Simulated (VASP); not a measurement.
Crystal: BaTiO3.

```xyz
5
Lattice="3.9998 0.0000 0.0000 0.0000 3.9998 0.0000 0.0000 0.0000 4.0180" Properties=species:S:1:pos:R:3 pbc="T T T"
Ba    0.0000    0.0000    0.0000
Ti    1.9999    1.9999    1.9688
O     0.0000    1.9999    2.0773
O     1.9999    0.0000    2.0773
O     1.9999    1.9999    0.0763
```

Base run:

| Item | Value |
| --- | --- |
| Program | VASP 6.6.1 |
| Functional | PBEsol |
| Potentials or basis | VASP PAW PBE potentials, release 64 (Ba_sv, Ti_sv, O) |
| Cutoff | 520 eV |
| k mesh | 7 × 7 × 7 |
| Occupations | fermi-dirac, width 0.05 eV |
| Spin | no spin polarisation |
| Hubbard terms | Ti d U = 4.0 eV |

Its results: band gap on the k mesh 2.30 eV (least direct gap 2.51 eV); pressure 1.3 GPa; largest force 0.444 eV/Å.

Question: After a change of settings the same cell gave: band gap on the k mesh 2.56 eV (least direct gap 2.78 eV); pressure 3.0 GPa; largest force 0.741 eV/Å. Which change was it?
A. hubbard terms from Ti d U = 4.0 eV to Ti d U = 6.0 eV
B. functional from PBEsol to b88 exchange, pbe correlation; cutoff from 520 eV to 600 eV; hubbard terms from Ti d U = 4.0 eV to none
C. hubbard terms from Ti d U = 4.0 eV to Ti d U = 8.0 eV
D. functional from PBEsol to revPBE; hubbard terms from Ti d U = 4.0 eV to none

Answer: A.

Caveats: the PAW data sets were made with another functional, which shifts forces and pressure a little; spin-orbit coupling is left out, which moves the levels of the heavy elements; the cell stands under pressure (at least some runs).
